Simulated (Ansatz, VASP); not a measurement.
## One calculation of HPbNO4, two programs

The input INCAR:

```
PREC = Accurate
ENCUT = 520
EDIFF = 1E-6
ISMEAR = -1
SIGMA = 0.05
LREAL = False
LASPH = True
NELM = 60
ALGO = Normal
ISIF = 2
LWAVE = False
LCHARG = True
GGA = PE
LELF = True
LVHAR = True
NBANDS = 31
```

Contents of KPOINTS:

```
regular mesh
0
Gamma
  5 4 4
```

POSCAR

```
HPbNO4
1.0
    3.9327180290      0.0018149108     -0.0372974370
    0.1769334131      4.4193690330     -0.0167930232
    0.7728971078      0.8551798626      5.9918771045
H Pb N O
1 1 1 4
Direct
    0.6151100000      0.8955900000      0.1984400000
    0.6459700000      0.4465100000      0.9168500000
    0.7147400000      0.2381000000      0.5005800000
    0.1695800000      0.4700700000      0.7776800000
    0.6291900000      0.9704500000      0.4984500000
    0.5642400000      0.9258300000      0.0384900000
    0.7802200000      0.4225000000      0.3195100000
```

File input.yaml:

```yaml
crystal:
  lattice:
    - [3.932718029, 0.0018149108, -0.037297437]
    - [0.1769334131, 4.419369033, -0.0167930232]
    - [0.7728971078, 0.8551798626, 5.9918771045]
  atoms:
    - { symbol: H, position: [0.61511, 0.89559, 0.19844] }
    - { symbol: Pb, position: [0.64597, 0.44651, 0.91685] }
    - { symbol: "N", position: [0.71474, 0.2381, 0.50058] }
    - { symbol: O, position: [0.16958, 0.47007, 0.77768] }
    - { symbol: O, position: [0.62919, 0.97045, 0.49845] }
    - { symbol: O, position: [0.56424, 0.92583, 0.03849] }
    - { symbol: O, position: [0.78022, 0.4225, 0.31951] }
kpoints:
  mp_grid: { grid: [5, 4, 4] }
scf:
  occupations: { method: fermi_dirac, width: 0.05 }
hamiltonian:
  xc: pbe
  pseudopotentials: { kind: all_electron, lapw: { basis_error: 0.003 } }
output:
  forces: true
  stress: true
  eigenvalues: true
```

Change from the starting cell: volume scaled by 1.06.

Alike in both runs: task single point; functional PBE; k mesh 5 × 4 × 4; occupations fermi-dirac, width 0.05 eV; no spin polarisation.

```csv
,VASP,Ansatz
version,VASP 6.6.1,Ansatz 0.2.0
potentials or method,"VASP PAW PBE potentials, release 64 (H, Pb_d, N, O), cutoff 520 eV","all-electron LAPW, scalar-relativistic"
```

```tsv
	VASP	Ansatz	Ansatz less VASP
gap on the k mesh at the Fermi level (eV)	0.23	0.22	-0.005
least direct gap on the mesh (eV)	0.41	0.41	-0.004
pressure (GPa)	-4.3	-4.8	-0.51
traceless stress, the component that is largest in VASP (GPa)	-0.89	-1.23	-0.343
rms of the force components (eV/Å)	0.436	0.605	+0.1685
```

Atom by atom the forces differ by 0.176 eV/Å (rms over components). Ansatz ran all-electron here, and VASP with PAW potentials.

Spin-orbit coupling is off throughout. Noted on VASP's run: the standard files for N, O and F lose accuracy on very short bonds.
